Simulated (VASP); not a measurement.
# Eu: single point with r2SCAN

Crystal: Eu.

```xyz
1
Lattice="-2.3030 2.3030 2.3030 2.3030 -2.3030 2.3030 2.3030 2.3030 -2.3030" Properties=species:S:1:pos:R:3 pbc="T T T"
Eu    0.0000    0.0000    0.0000
```

```json
{"Program": "VASP 6.6.1", "Task": "single point", "Functional": "r2SCAN", "Potentials or basis": "VASP PAW PBE potentials, release 64 (Eu)", "Cutoff": "520 eV", "k mesh": "8 × 8 × 8", "Occupations": "fermi-dirac, width 0.05 eV", "Spin": "collinear spin, ferromagnetic start", "Starting moments": "[7.0] μB"}
```

The pressure is -1.6 GPa and the net moment is 7.73 μB per cell. The site moments are Eu +6.70 μB. The valence electrons inside the program's atomic spheres are Eu 14.78.

Levels at points of the mesh, in eV from the Fermi level:
Spin up:
| k point | band 9 | band 10 | band 11 | band 12 | band 13 | band 14 | band 15 | band 16 |
| --- | --- | --- | --- | --- | --- | --- | --- | --- |
| (0.00, 0.00, 0.00) | -0.51 | -0.51 | -0.51 | -0.48 | 1.95 | 1.95 | 1.95 | 3.32 |
| (0.50, 0.00, 0.00) | -0.51 | -0.49 | -0.48 | -0.47 | 0.15 | 0.61 | 3.26 | 3.91 |
| (0.50, 0.50, 0.50) | -0.60 | -0.60 | -0.43 | -0.43 | -0.43 | 4.34 | 4.34 | 4.34 |
Spin down:
```tsv
k point	band 1	band 2	band 3	band 4	band 5	band 6	band 7	band 8	band 9	band 10
(0.00, 0.00, 0.00)	-39.46	-18.56	-18.56	-18.56	-3.11	3.15	3.15	3.15	4.92	4.92
(0.50, 0.00, 0.00)	-39.43	-18.91	-18.68	-18.56	-0.42	1.56	1.76	4.75	5.22	5.48
(0.50, 0.50, 0.50)	-39.41	-18.81	-18.81	-18.81	0.31	0.31	4.81	4.81	4.81	5.63
```

Run time: 4.7 min on 1 thread of AMD EPYC 7R43 64-Core Processor (Zen 3) (shared host), peak memory 0.2 GiB.

Caveat: the PAW data sets were made with another functional, which shifts forces and pressure a little; spin-orbit coupling is left out, which moves the levels of the heavy elements. The state reached can hang on the start; a lower one may exist.
